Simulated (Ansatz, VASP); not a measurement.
One calculation of B, two programs

The input INCAR:

```
SYSTEM = B
PREC = Accurate ; ENCUT = 520
EDIFF = 1E-6 ; ISMEAR = 0
SIGMA = 0.15 ; LREAL = .False.
LASPH = .True. ; NELM = 60
ALGO = Normal ; ISIF = 2
LWAVE = .False. ; LCHARG = .True.
GGA = PS ; LELF = .True.
LVHAR = .True. ; NBANDS = 8
```

KPOINTS

```
Automatic mesh
0
Gamma
  36 36 14
  0 0 0
```

POSCAR

```
B
1.0
    1.6749701673      0.0000000000      0.0000000000
   -0.8374850836      1.4505667154      0.0000000000
    0.0000000000      0.0000000000      3.7556155794
B
1
Direct
    0.0000000000      0.0000000000      0.0000000000
```

Input for Ansatz:

```yaml
crystal:
  lattice:
    - [1.6749701673, 0.0, 0.0]
    - [-0.8374850836, 1.4505667154, 0.0]
    - [0.0, 0.0, 3.7556155794]
  atoms:
    - { symbol: B, position: [0.0, 0.0, 0.0] }
basis:
  ecutwfc: 420
kpoints:
  mp_grid: { grid: [36, 36, 14] }
hamiltonian:
  xc: pbesol
scf:
  occupations: { method: gaussian, width: 0.15 }
output:
  forces: true
  stress: true
  eigenvalues: true
```

Alike in both runs: task single point; functional PBEsol; k mesh 36 × 36 × 14; occupations gaussian, width 0.15 eV; no spin polarisation.

```csv
,VASP,Ansatz
version,VASP 6.6.1,Ansatz 0.2.0
potentials or method,"VASP PAW PBE potentials, release 64 (B), cutoff 520 eV","scalar-relativistic, plane waves, PAW"
valence electrons in the cell,3,3
```

VASP gave:

| Item | Value |
| --- | --- |
| gap on the k mesh at the Fermi level (eV) | none |
| pressure (GPa) | 11.4 |
| traceless stress, the component that is largest in VASP (GPa) | -12.59 |

Q: Which values does Ansatz return?

A: gap on the k mesh at the Fermi level (eV): none; pressure (GPa): 11.2; traceless stress, the component that is largest in VASP (GPa): -12.27.

VASP's potentials were made for PBE, not for PBEsol. A gap of «none» marks a metal or a gap that the smearing closes. The functional is the same, so the differences come from potentials, cutoffs and numerics.
